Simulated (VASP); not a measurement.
Here is a VASP 6.6.1 calculation.

File POSCAR:

```
Cu
1.0
   -1.4211514202      1.4211514202      1.3760814500
    1.4211514202     -1.4211514202      1.3760814500
    1.4211514202      1.4211514202     -1.3760814500
Cu
1
Direct
    0.0000000000      0.0000000000      0.0000000000
```

INCAR.step1

```
PREC = Accurate ; ENCUT = 520
ISMEAR = 0 ; SIGMA = 0.15
LREAL = False ; LASPH = True
NELM = 100 ; NBANDS = 12
GGA = PE ; ALGO = Normal
EDIFF = 1E-4 ; LWAVE = True
LCHARG = False
```

Contents of INCAR.step2:

```
PREC = Accurate ; ENCUT = 520
EDIFF = 1E-6 ; ISMEAR = 0
SIGMA = 0.15 ; LREAL = False
LASPH = True ; NELM = 100
ALGO = Normal ; ISIF = 2
LWAVE = False ; LCHARG = True
METAGGA = R2SCAN ; LMIXTAU = True
LELF = True ; LVHAR = True
NBANDS = 12 ; ISTART = 1
```

File KPOINTS:

```
Automatic mesh
0
Gamma
  24 24 24
```

Potentials or basis: VASP PAW PBE potentials, release 64 (Cu).

Launch:

```sh
$ cat potpaw_PBE.64/Cu/POTCAR > POTCAR
$ cp INCAR.step1 INCAR
$ mpirun -np 1 vasp_std > vasp.out
$ cp INCAR.step2 INCAR
$ mpirun -np 1 vasp_std > vasp.out
```

Problem. Estimate the pressure.

Solution. 6.2 GPa.

Problem. Estimate the band gap on the k mesh.

Solution. Zero (an odd number of electrons rules out a gap without spin polarisation).

Caveat: the cell differs from its parent crystal (strain -0.015 along x and y, +0.000 along z); the cell stands under pressure; the PAW data sets were made with another functional, which shifts forces and pressure a little.
